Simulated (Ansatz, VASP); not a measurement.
**Ni in VASP and in Ansatz**

Contents of INCAR:

```
PREC     = Accurate       # precision mode
ENCUT    = 520            # plane-wave cutoff, eV
EDIFF    = 1E-8           # SCF threshold, eV
ISMEAR   = -1             # smearing method
SIGMA    = 0.08           # smearing width, eV
LREAL    = F              # projectors in reciprocal space
LASPH    = T              # aspherical terms in the spheres
NELM     = 150            # most SCF steps
ALGO     = Normal         # electronic algorithm
ISIF     = 2              # what is computed and relaxed
LWAVE    = F              # write WAVECAR
LCHARG   = F              # write CHGCAR
ISPIN    = 2              # spin polarisation
MAGMOM   = 1.5            # initial moments
LORBIT   = 11             # projections on sites
LMAXMIX  = 4              # l up to which the mixer works
GGA      = PE             # functional
LEFG     = T            
NBANDS   = 15             # bands
```

Contents of KPOINTS:

```
Automatic mesh
0
Gamma
  18 18 18
```

File POSCAR:

```
Ni
1.0
   -1.4009198426      1.4009198426      1.4009198426
    1.4009198426     -1.4009198426      1.4009198426
    1.4009198426      1.4009198426     -1.4009198426
Ni
1
Direct
    0.0000000000      0.0000000000      0.0000000000
```

Input for Ansatz:

```yaml
crystal:
  lattice:
    - [-1.4009198426, 1.4009198426, 1.4009198426]
    - [1.4009198426, -1.4009198426, 1.4009198426]
    - [1.4009198426, 1.4009198426, -1.4009198426]
  atoms:
    - { symbol: Ni, position: [0.0, 0.0, 0.0], spin: 1.5 }
magnetization:
  spin_polarized: true
kpoints:
  mp_grid: { grid: [18, 18, 18] }
  band_path:
    path:
      - [0.0, 0.0, 0.0]
      - [0.5, -0.5, 0.5]
      - [0.0, 0.0, 0.5]
      - [0.0, 0.0, 0.0]
      - [0.25, 0.25, 0.25]
      - [0.5, -0.5, 0.5]
      - [0.25, 0.25, 0.25]
      - [0.0, 0.0, 0.5]
    npoints: 8
scf:
  occupations: { method: fermi_dirac, width: 0.08 }
hamiltonian:
  xc: pbe
  pseudopotentials: { kind: paw }
output:
  forces: true
  stress: true
  eigenvalues: true
  efg: { contact_densities: true }
  populations: true
  bader: true
  dos: { projected: true, de: 0.2, e_range: [-14, 8] }
```

Alike in both runs: task electric field gradients; functional PBE; k mesh 18 × 18 × 18; occupations fermi-dirac, width 0.08 eV; collinear spin.

```csv
,VASP,Ansatz
version,VASP 6.6.1,Ansatz 0.2.0
potentials or method,"VASP PAW PBE potentials, release 64 (Ni)","PAW with Ansatz's default frozen-core files, scalar-relativistic"
plane-wave cutoff (eV),520,420
valence electrons in the cell,10,18
```

|  | VASP | Ansatz | Ansatz less VASP |
| --- | --- | --- | --- |
| pressure (GPa) | -0.1 | 0.0 | +0.10 |
| net moment per atom (μB) | 0.55 | 0.56 | +0.009 |
| size of the moment on the site where the two differ most (μB) | 0.56 | 0.59 | +0.030 |

Site moments also hang on the region over which each program counts them. VASP's potentials hold 10 valence electrons a cell and Ansatz's 18, so a difference there can come from the potentials and not from the codes.
